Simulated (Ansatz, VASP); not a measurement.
Two plane-wave programs on GaAs

File POSCAR:

```
GaAs
1.0
    0.0000000000      2.9040337450      2.9040337450
    2.9040337450      0.0000000000      2.9040337450
    2.9040337450      2.9040337450      0.0000000000
Ga As
1 1
Direct
    0.0000000000      0.0000000000      0.0000000000
    0.7500000000      0.7500000000      0.7500000000
```

File INCAR.step1:

```
PREC = Accurate
ENCUT = 520
ISMEAR = 0
SIGMA = 0.05
LREAL = False
LASPH = True
NELM = 100
NBANDS = 16
GGA = PE
ALGO = Normal
EDIFF = 1E-4
LWAVE = True
LCHARG = False
```

File INCAR.step2:

```
PREC = Accurate
ENCUT = 520
EDIFF = 1E-6
ISMEAR = 0
SIGMA = 0.05
LREAL = False
LASPH = True
NELM = 100
ALGO = Normal
ISIF = 2
LWAVE = False
LCHARG = False
METAGGA = R2SCAN
LMIXTAU = True
NBANDS = 16
ISTART = 1
```

File KPOINTS:

```
regular mesh
0
Gamma
  8 8 8
```

Input for Ansatz:

```yaml
crystal:
  lattice:
    - [0.0, 2.904033745, 2.904033745]
    - [2.904033745, 0.0, 2.904033745]
    - [2.904033745, 2.904033745, 0.0]
  atoms:
    - { symbol: Ga, position: [0.0, 0.0, 0.0] }
    - { symbol: As, position: [0.75, 0.75, 0.75] }
basis:
  ecutwfc: 500
kpoints:
  mp_grid: { grid: [8, 8, 8] }
hamiltonian:
  xc: r2scan
scf:
  occupations: { method: gaussian, width: 0.05 }
output:
  forces: true
  stress: true
  eigenvalues: true
  write_density: true
  write_potential: true
  elf: true
  volumetric_format: npy
```

Change from the starting cell: strain +0.025 along x and y, +0.025 along z, atoms carried along.

Alike in both runs: task single point; functional r2SCAN; k mesh 8 × 8 × 8; occupations gaussian, width 0.05 eV; no spin polarisation.

```csv
,VASP,Ansatz
version,VASP 6.6.1,Ansatz 0.2.0
potentials or method,"VASP PAW PBE potentials, release 64 (Ga_d, As), cutoff 520 eV","scalar-relativistic, plane waves, PAW"
valence electrons in the cell,18,28
```

Ansatz gave:

- gap on the k mesh at the Fermi level (eV): 0.38
- least direct gap on the mesh (eV): 0.38
- pressure (GPa): -4.5

Q: Which values does VASP return?

A: gap on the k mesh at the Fermi level (eV): 0.36; least direct gap on the mesh (eV): 0.36; pressure (GPa): -4.5.

VASP's potentials were made for PBE, not for r2SCAN. VASP's potentials hold 18 valence electrons a cell and Ansatz's 28, so a difference there can come from the potentials and not from the codes.
